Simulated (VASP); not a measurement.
## Ta4C3: single point with PBEsol

Ta4C3:

```xyz
7
Lattice="1.5032 0.8678 9.8560 -1.5032 0.8678 9.8560 0.0000 -1.7357 9.8560" Properties=species:S:1:pos:R:3 pbc="T T T"
Ta    0.0000    0.0000   11.0366
Ta    0.0000    0.0000   18.4292
Ta    0.0000    0.0000    6.2283
Ta    0.0000    0.0000   23.4900
C     0.0000    0.0000   14.8750
C     0.0000    0.0000   29.4440
C     0.0000    0.0000    2.4980
```

```
Program             : VASP 6.6.1
Task                : single point
Functional          : PBEsol
Potentials or basis : VASP PAW PBE potentials, release 64 (Ta_pv, C)
Cutoff              : 520 eV
k mesh              : 12 × 12 × 12
Occupations         : gaussian, width 0.1 eV
Spin                : no spin polarisation
```

| Property | Result |
| --- | --- |
| Pressure | 35.7 GPa |
| Largest force | 0.070 eV/Å |
| Band gap on the k mesh | zero (bands 28 and 29 overlap by 0.45 eV) |

Forces in eV/Å, atoms in the order of the input:
```
Ta   0.000  0.000  0.001
Ta   0.000  0.000 -0.070
Ta   0.000  0.000  0.061
Ta   0.000  0.000 -0.004
C    0.000  0.000  0.006
C    0.000  0.000  0.006
C    0.000  0.000 -0.001
```

Levels at points of the mesh, in eV from the Fermi level:
```tsv
k point	band 24	band 25	band 26	band 27	band 28	band 29	band 30	band 31	band 32	band 33
(0.00, 0.00, 0.00)	-2.72	-2.41	-0.79	-0.56	-0.56	0.84	0.84	1.33	1.37	1.37
(0.50, 0.00, 0.00)	-3.78	-2.31	-1.91	-0.70	-0.18	1.70	2.27	2.27	4.06	4.33
(0.50, 0.50, 0.00)	-4.03	-2.57	-1.85	-0.69	0.04	0.92	2.76	3.13	3.95	4.09
(0.50, 0.50, 0.50)	-2.60	-1.89	-1.37	-0.58	-0.58	0.66	0.66	0.96	0.96	1.53
```

Run time: 59 min on 1 thread of Intel(R) Xeon(R) Platinum 8488C (Sapphire Rapids), on a shared host, peak memory 1.1 GiB.

Caveat: the cell stands under pressure; the PAW data sets were made with another functional, which shifts forces and pressure a little; spin-orbit coupling is left out, which moves the levels of the heavy elements.
